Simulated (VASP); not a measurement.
# Ti (Fd-3m) in VASP: a series of runs, part 2 of 2

VASP 6.6.1. The steps go on from the part before.

### Step 4. Single point, PBEsol

INCAR reads:

```
  PREC = Accurate
  ENCUT = 520
  EDIFF = 1E-7
  ISMEAR = -1
  SIGMA = 0.05
  LREAL = False
  LASPH = True
  NELM = 80
  ALGO = Normal
  ISIF = 2
  LWAVE = False
  LCHARG = False
  GGA = PS
  NBANDS = 19
```

KPOINTS reads:

```
Automatic mesh
0
Gamma
  13 13 13
```

POSCAR reads:

```
Ti
1.0
    0.0000000000      2.5288104279      2.5288104279
    2.5288104279      0.0000000000      2.5288104279
    2.5288104279      2.5288104279      0.0000000000
Ti
2
Direct
   -0.1250000000     -0.1250000000     -0.1250000000
    0.1250000000      0.1250000000      0.1250000000
```

Potentials or basis: VASP PAW PBE potentials, release 64 (Ti_sv).

Run with:

```sh
$ cat potpaw_PBE.64/Ti_sv/POTCAR > POTCAR
$ mpirun -np 1 vasp_std > vasp.out
```

OUTCAR:

```text
PREC = Accurate
   ENCUT = 520
   EDIFF = 1E-7
   ISMEAR = -1
   LREAL = False
   LASPH = True
   NELM = 80
   ISIF = 2
   GGA = PS

 ion  position               nearest neighbor table
   1  0.875  0.875  0.875-   2 2.19   2 2.19   2 2.19   2 2.19
   2  0.125  0.125  0.125-   1 2.19   1 2.19   1 2.19   1 2.19

  LATTYP: Found a face centered cubic cell.
 ALAT       =     5.0576208558

  Lattice vectors:

 A1 = (   0.0000000000,   2.5288104279,   2.5288104279)
 A2 = (   2.5288104279,   0.0000000000,   2.5288104279)
 A3 = (   2.5288104279,   2.5288104279,   0.0000000000)

Analysis of symmetry for initial positions (statically):
=====================================================================
 Subroutine PRICEL returns:
 Original cell was already a primitive cell.

 Routine SETGRP: Setting up the symmetry group for a
 face centered cubic supercell.

 Subroutine GETGRP returns: Found 48 space group operations
 (whereof 12 operations were pure point group operations)
 out of a pool of 48 trial point group operations.

The static configuration has the point symmetry D_3d.
[... 155 lines left out ...]
  ---------------------------------------------------
  ext. energy  EPLUGINS =         0.00000000
  ---------------------------------------------------
  free energy    TOTEN  =       -11.56791496 eV

  energy without entropy =      -11.53257208  energy(sigma->0) =      -11.55024352

 E-fermi :   8.7450     XC(G=0): -11.6644

 val. band max:        8.7344031450   @ k =   0.3077   0.0769   0.0000
 cond. band min:       8.7548088185   @ k =   0.4615   0.2308   0.0000
 fundamental gap:      0.0204056735
 Fermi energy:         8.7450458986

 k-point     1 :       0.0000    0.0000    0.0000
  band No.  band energies     occupation
      1     -47.9149      2.00000
      2     -46.4107      2.00000
      3     -24.5371      2.00000
      4     -24.5371      2.00000
      5     -24.5371      2.00000
      6     -22.8976      2.00000
[... 505 lines left out ...]
      6     -23.0634      2.00000
[... 11 lines left out ...]
     18      13.3634      0.00000
     19      13.9958      0.00000

 [... further k-points ...]
[... 5 lines left out ...]
  --------------------------------------------------------------------------------------
  -------------------------------------------------------------------------------------
  Total        2.8729117      2.8729117      2.8729117     -0.0000000      0.0000000     -0.0000000
  in kB      142.3161038    142.3161038    142.3161038     -0.0000000      0.0000000     -0.0000000
  external PRESSURE =     142.3161038 kB  Pullay stress =       0.0000000 kB

 VOLUME and BASIS-vectors are now :
 -----------------------------------------------------------------------------
  energy-cutoff  :      520.00
  volume of cell :       32.34
      direct lattice vectors                 reciprocal lattice vectors
     0.000000000  2.528810428  2.528810428    -0.197721424  0.197721424  0.197721424
     2.528810428  0.000000000  2.528810428     0.197721424 -0.197721424  0.197721424
     2.528810428  2.528810428  0.000000000     0.197721424  0.197721424 -0.197721424

 POSITION                                       TOTAL-FORCE (eV/Angst)
 -----------------------------------------------------------------------------------
      4.42542      4.42542      4.42542        -0.000000     -0.000000     -0.000000
      0.63220      0.63220      0.63220         0.000000      0.000000      0.000000
 -----------------------------------------------------------------------------------
    total drift:                                0.000000     -0.000000     -0.000000

  FREE ENERGIE OF THE ION-ELECTRON SYSTEM (eV)
  ---------------------------------------------------
  free  energy   TOTEN  =       -11.5679149577 eV

  energy  without entropy=      -11.5325720829  energy(sigma->0) =      -11.55024352
```

stdout:

```text
POSCAR found type information on POSCAR Ti
 POSCAR found :  1 types and       2 ions
 scaLAPACK will be used
 -----------------------------------------------------------------------------
|                                                                             |
|                                                                             |
|     You enforced a specific xc type in the INCAR file but a different       |
|     I HOPE YOU KNOW WHAT YOU ARE DOING!                                     |
|                                                                             |
 -----------------------------------------------------------------------------

 LDA part: xc-table for (Slater+PW92), standard interpolation
 POSCAR, INCAR and KPOINTS ok, starting setup
 FFT: planning ... GRIDC
 FFT: planning ... GRID_SOFT
 FFT: planning ... GRID
 WAVECAR not read
 entering main loop
```

Run time: 34 s. Hardware: 1 thread of AMD EPYC 9R45 (Zen 5), shared host; peak memory 0.15 GiB.

Results:

```
Free energy            : -11.5679 eV
Pressure               : 14.2 GPa
Band gap on the k mesh : zero (band 12 reaches 9.24 eV, above the bottom of band 13 at 8.37 eV)
```

Levels at points of the mesh, in eV from the Fermi level:
```
           k point  band 10  band 11  band 12  band 13  band 14  band 15
(0.00, 0.00, 0.00)    -1.41    -1.41    -0.22    -0.22    -0.22     2.34
```

Caveat: the PAW data sets were made with another functional, which shifts forces and pressure a little.

### Step 5. Single point, PBEsol

INCAR reads:

```
SYSTEM = Ti
  PREC = Accurate
  ENCUT = 520
  EDIFF = 1E-6
  ISMEAR = -1
  SIGMA = 0.05
  LREAL = .FALSE.
  LASPH = .TRUE.
  NELM = 100
  ALGO = Normal
  ISIF = 2
  LWAVE = .FALSE.
  LCHARG = .FALSE.
  GGA = PS
  NBANDS = 19
```

KPOINTS reads:

```
Automatic mesh
0
G
  13 13 13
  0 0 0
```

POSCAR is that of step 4.

Run with:

```sh
$ cat potpaw_PBE.64/Ti_sv/POTCAR > POTCAR
$ mpirun -np 1 vasp_std > vasp.out
```

Wall time 31 s (1 thread of AMD EPYC 9R45 (Zen 5), shared host); peak memory 0.15 GiB.

Results (log left out):

| Quantity | Value |
| --- | --- |
| Free energy | -11.5679 eV |
| Pressure | 14.3 GPa |
| Band gap on the k mesh | zero (band 12 reaches 9.24 eV, above the bottom of band 13 at 8.37 eV) |

Levels at points of the mesh, in eV from the Fermi level:
```tsv
k point	band 10	band 11	band 12	band 13	band 14	band 15
(0.00, 0.00, 0.00)	-1.41	-1.41	-0.22	-0.22	-0.22	2.34
```

Caveat: the PAW data sets were made with another functional, which shifts forces and pressure a little.

### Step 6. The runs side by side

```csv
task,cell,cutoff (eV),gap on the mesh (eV),pressure (GPa)
relaxation of cell and atoms,"relaxed to 13 GPa from a = 3.576 Å, angles 60.0°, 2 atoms",600,none,13.0
relaxation of cell and atoms,"relaxed to 13 GPa from a = 3.717 Å, angles 60.0°, 2 atoms",600,none,13.0
single point,"a = 3.576 Å, angles 60.0°, 2 atoms",520,none,14.3
```

Alike in all rows: level PBEsol; potentials or basis VASP PAW PBE potentials, release 64 (Ti_sv); no spin polarisation; k mesh 13 × 13 × 13; smearing fermi-dirac 0.05 eV.

Caveats: the PAW data sets were made with another functional, which shifts forces and pressure a little; the cell is relaxed towards a set pressure, so the enthalpy falls and the energy may rise (some runs).

Total energies depend on the potentials used, so only differences within one code and one set of settings carry meaning.
